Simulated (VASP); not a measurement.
Here is a VASP 6.6.1 calculation.

Contents of POSCAR:

```
Pd
1.0
    2.7195575458      0.0225073878      0.0081034609
   -1.3402863935      2.4224740507      0.0253020300
    0.0134723794      0.0563536108      4.6314835084
Pd
2
Direct
    0.6556200000      0.3293400000      0.7507800000
    0.3445300000      0.6663400000      0.2523500000
```

INCAR.step1

```
PREC = Accurate
ENCUT = 520
ISMEAR = 1
SIGMA = 0.1
LREAL = F
LASPH = T
NELM = 60
NBANDS = 17
GGA = PE
ALGO = Normal
EDIFF = 1E-4
LWAVE = T
LCHARG = F
```

Contents of INCAR.step2:

```
PREC = Accurate
ENCUT = 520
EDIFF = 1E-7
ISMEAR = 1
SIGMA = 0.1
LREAL = F
LASPH = T
NELM = 60
ALGO = Normal
ISIF = 2
LWAVE = F
LCHARG = F
METAGGA = R2SCAN
LMIXTAU = T
IVDW = 13
VDW_S6 = 1.0
VDW_S8 = 0.6018749
VDW_A1 = 0.51559235
VDW_A2 = 5.77342911
NBANDS = 17
ISTART = 1
```

Contents of KPOINTS:

```
Automatic mesh
0
Gamma
  8 8 4
```

Potentials or basis: VASP PAW PBE potentials, release 64 (Pd).

Run with:

```bash
$ cat potpaw_PBE.64/Pd/POTCAR > POTCAR
$ cp INCAR.step1 INCAR
$ mpirun -np 1 vasp_std > vasp.out
$ cp INCAR.step2 INCAR
$ mpirun -np 1 vasp_std > vasp.out
```

Question: Estimate the largest force.

Answer: 0.123 eV/Å.

Question: Predict the dispersion energy per atom.

Answer: -0.163 eV.

Question: What does it give for the band gap on the k mesh?

Answer: Zero (band 10 reaches 9.27 eV, above the bottom of band 11 at 8.34 eV).

Forces on the atoms (eV/Å):
```
Pd   0.077 -0.057  0.077
Pd  -0.077  0.057 -0.077
```

Caveat: the PAW data sets were made with another functional, which shifts forces and pressure a little.
